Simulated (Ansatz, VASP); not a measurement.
One calculation of ReBiH4, two programs

```xyz
6
Lattice="0.0000 3.1345 3.1345 3.1345 0.0000 3.1345 3.1345 3.1345 0.0000" Properties=species:S:1:pos:R:3 pbc="T T T"
Re    4.7018    4.7018    4.7018
Bi    0.0000    0.0000    0.0000
H     3.6955    2.5735    3.6955
H     3.6955    3.6955    2.5735
H     2.5735    2.5735    2.5735
H     2.5735    3.6955    3.6955
```

Alike in both runs: functional PBE; k mesh 6 × 6 × 6; occupations gaussian, width 0.1 eV; no spin polarisation.

Ansatz relaxed the structure, and its values are those at the end. VASP's run is a single point on that final structure, the one shown.

```csv
,VASP,Ansatz
version,VASP 6.6.1,Ansatz 0.2.0
potentials or method,"VASP PAW PBE potentials, release 64 (Re, Bi_d, H), cutoff 520 eV","scalar-relativistic, plane waves, PAW"
valence electrons in the cell,26,34
```

|  | VASP | Ansatz | Ansatz less VASP |
| --- | --- | --- | --- |
| gap on the k mesh at the Fermi level (eV) | none | none | - |
| pressure (GPa) | -0.1 | 0.0 | +0.11 |
| rms of the force components (eV/Å) | 0.005 | 0.009 | +0.0042 |

A gap of «none» marks a metal or a gap that the smearing closes. With one functional, cell and mesh, what is left measures potentials, basis and numerics. VASP's potentials hold 26 valence electrons a cell and Ansatz's 34, so a difference there can come from the potentials and not from the codes.

Spin-orbit coupling is off throughout.
